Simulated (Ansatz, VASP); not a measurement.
# One calculation of InSe2, two programs

```
In Se
1.0
     3.80763    0.00000    0.00000
     0.00000    3.80763    0.00000
     0.00000    0.00000    9.21711
In Se
2 4
Direct
  0.00000 0.50000 0.70166
  0.50000 0.00000 0.29834
  0.00000 0.50000 0.36718
  0.50000 0.00000 0.63282
  0.00000 0.00000 0.00000
  0.50000 0.50000 0.00000
```

Alike in both runs: functional LDA; k mesh 10 × 10 × 4; occupations gaussian, width 0.1 eV; no spin polarisation.

Ansatz relaxed the structure, and its values are those at the end. VASP's run is a single point on that final structure, the one shown.

|  | VASP | Ansatz |
| --- | --- | --- |
| version | VASP 6.6.1 | Ansatz 0.2.0 |
| potentials or method | VASP PAW LDA potentials, release 64 (In_d, Se), cutoff 520 eV | scalar-relativistic, plane waves, PAW |
| valence electrons in the cell | 50 | 90 |

```csv
,VASP,Ansatz,Ansatz less VASP
gap on the k mesh at the Fermi level (eV),none,none,-
pressure (GPa),0.2,0.0,-0.16
```

LDA's correlation is that of Perdew and Zunger in VASP and of Perdew and Wang (1992) in Ansatz. A gap of «none» marks a metal or a gap that the smearing closes. VASP's potentials hold 50 valence electrons a cell and Ansatz's 90, so a difference there can come from the potentials and not from the codes.
